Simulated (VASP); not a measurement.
Here is a VASP 6.6.1 calculation.

The input INCAR:

```
ALGO = Normal ; EDIFF = 1E-6
ENCUT = 600 ; GGA = PE
GGA_COMPAT = False ; ISIF = 2
ISMEAR = 0 ; LASPH = True
LCHARG = False ; LREAL = False
LWAVE = False ; NBANDS = 28
NELM = 120 ; PREC = Accurate
SIGMA = 0.01
```

Contents of KPOINTS:

```
k-points
0
Gamma
  3 3 3
```

File POSCAR:

```
BaTiO3
1.0
    4.0060000000      0.0000000000      0.0000000000
    0.0000000000      4.0060000000      0.0000000000
    0.0000000000      0.0000000000      4.0060000000
Ba Ti O
1 1 3
Direct
    0.5000000000      0.5000000000      0.5000000000
    0.0000000000      0.0000000000      0.0000000000
    0.5000000000      0.0000000000      0.0000000000
    0.0000000000      0.5000000000      0.0000000000
    0.0000000000      0.0000000000      0.5000000000
```

Potentials or basis: VASP PAW PBE potentials, release 64 (Ba_sv, Ti_sv, O).

Launch:

```console
$ cat potpaw_PBE.64/Ba_sv/POTCAR potpaw_PBE.64/Ti_sv/POTCAR potpaw_PBE.64/O/POTCAR > POTCAR
$ mpirun -np 1 vasp_std > vasp.out
```

Problem. Estimate the band gap on the k mesh.

Solution. 1.81 eV.

Problem. Estimate the pressure.

Solution. 3.5 GPa.

Caveat: the k points lie up to 0.52 Å⁻¹ apart; spin-orbit coupling is left out, which moves the levels of the heavy elements; an odd mesh through Γ misses points on the zone boundary, where band edges can lie.
